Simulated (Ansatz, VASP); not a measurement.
Zr2P3: VASP beside Ansatz

```
CELL_PARAMETERS angstrom
4.62068 0.00000 0.00000
-2.31034 4.00163 0.00000
0.00000 0.00000 5.22260
ATOMIC_POSITIONS crystal
Zr 0.33333 0.66667 0.22736
Zr 0.66667 0.33333 0.77264
P 0.00000 0.00000 0.00000
P 0.33333 0.66667 0.72662
P 0.66667 0.33333 0.27338
```

Alike in both runs: functional PBE; k mesh 6 × 6 × 4; occupations gaussian, width 0.1 eV; no spin polarisation.

Ansatz relaxed the structure, and its values are those at the end. VASP's run is a single point on that final structure, the one shown.

|  | VASP | Ansatz |
| --- | --- | --- |
| version | VASP 6.6.1 | Ansatz 0.2.0 |
| potentials or method | VASP PAW PBE potentials, release 64 (Zr_sv, P), cutoff 520 eV | scalar-relativistic, plane waves, PAW |
| valence electrons in the cell | 39 | 39 |

VASP gave:

```
gap on the k mesh at the Fermi level (eV) : none
pressure (GPa)                            : 0.2
rms of the force components (eV/Å)        : 0.003
```

What did Ansatz give for the same quantities?

gap on the k mesh at the Fermi level (eV): none; pressure (GPa): 0.2; rms of the force components (eV/Å): 0.002.

A gap of «none» marks a metal or a gap that the smearing closes. The functional is the same, so the differences come from potentials, cutoffs and numerics.
